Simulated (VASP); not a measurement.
**Tl: single point with PBE**

Tl:

```
Tl
1.0
     0.00000    2.50025    2.50025
     2.50025    0.00000    2.50025
     2.50025    2.50025    0.00000
Tl
1
Direct
  0.00000 0.00000 0.00000
```

```json
{
 "Program": "VASP 6.6.1",
 "Task": "single point",
 "Functional": "PBE",
 "Potentials or basis": "VASP PAW PBE potentials, release 64 (Tl_d)",
 "Cutoff": "520 eV",
 "k mesh": "11 × 11 × 11",
 "Occupations": "fermi-dirac, width 0.1 eV",
 "Spin": "non-collinear spin, zero start, spin-orbit coupling",
 "Starting moments": "[[0.0, 0.0, 0.0]] μB"
}
```

```
Pressure                                              : -0.4 GPa
Net moment                                            : 0.00 μB per cell
Valence electrons inside the program's atomic spheres : Tl 11.19
```

Moments on the atoms (μB; x, y, z):
```
Tl  0.00 0.00 0.00
```

Run time: 110 s on 1 thread of Intel(R) Xeon(R) Platinum 8259CL CPU @ 2.50GHz (Skylake/Cascade Lake), on a shared host, peak memory 0.27 GiB.
